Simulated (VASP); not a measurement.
# Co5F: single point with PBEsol

Co5F, a slab with vacuum:

```
CELL_PARAMETERS angstrom
2.45642 0.00000 0.00000
-1.22821 2.12732 0.00000
0.00000 0.00000 26.93883
ATOMIC_POSITIONS crystal
Co 0.66667 0.33333 0.31553
Co 0.33333 0.66667 0.38920
Co 0.66667 0.33333 0.46309
Co 0.33333 0.66667 0.53642
Co 0.66667 0.33333 0.61006
F 0.66667 0.33333 0.67310
```

```yaml
Program: VASP 6.6.1
Task: single point
Functional: PBEsol
Potentials_or_basis: VASP PAW PBE potentials, release 64 (Co, F)
Cutoff: 520 eV
k_mesh: 12 × 12 × 1
Occupations: gaussian, width 0.1 eV
Spin: collinear spin, ferromagnetic start
Starting_moments: "[1.94, 1.87, 1.83, 1.86, 1.92, 1.0] μB"
Dipole_correction: yes
Further_INCAR_settings: ALGO = Normal; EDIFF = 1e-06; NBANDS = 39; NELMDL = -8
```

```
Largest force                                         : 0.359 eV/Å
Net moment                                            : 7.81 μB per cell
Site moments                                          : Co +1.70, +1.59, +1.57, +1.38 (each value once); F +0.20 μB
Valence electrons inside the program's atomic spheres : Co 8.17, 8.36, 8.38, 8.40 (each value once); F 5.99
```

Forces in eV/Å, atoms in the order of the input:
```
Co   0.000  0.000  0.359
Co   0.000  0.000 -0.327
Co   0.000  0.000  0.013
Co   0.000  0.000 -0.025
Co   0.000  0.000 -0.092
F    0.000  0.000  0.072
```

Levels at points of the mesh, in eV from the Fermi level:
Spin up:
```
           k point  band 27  band 28  band 29  band 30  band 31  band 32  band 33  band 34
(0.00, 0.00, 0.00)    -1.26    -0.93    -0.93    -0.77    -0.77    -0.43    -0.43    -0.17
(0.50, 0.00, 0.00)    -0.41    -0.33    -0.06     1.20     1.40     2.13     3.02     3.51
```
Spin down:
```csv
k point,band 18,band 19,band 20,band 21,band 22,band 23,band 24,band 25,band 26,band 27
"(0.00, 0.00, 0.00)",-1.07,-1.00,-0.88,-0.88,-0.72,-0.72,-0.02,-0.02,-0.01,0.40
"(0.50, 0.00, 0.00)",-0.49,-0.27,0.13,0.74,0.85,0.99,1.02,1.18,1.22,1.29
```

Run time: 23 min on 1 thread of Intel Xeon 8259CL, on a shared host, peak memory 0.38 GiB.

Caveat: the PAW data sets were made with another functional, which shifts forces and pressure a little. With open d or f shells a metallic result of PBEsol can be an artefact of self-interaction; +U or a hybrid may open a gap.
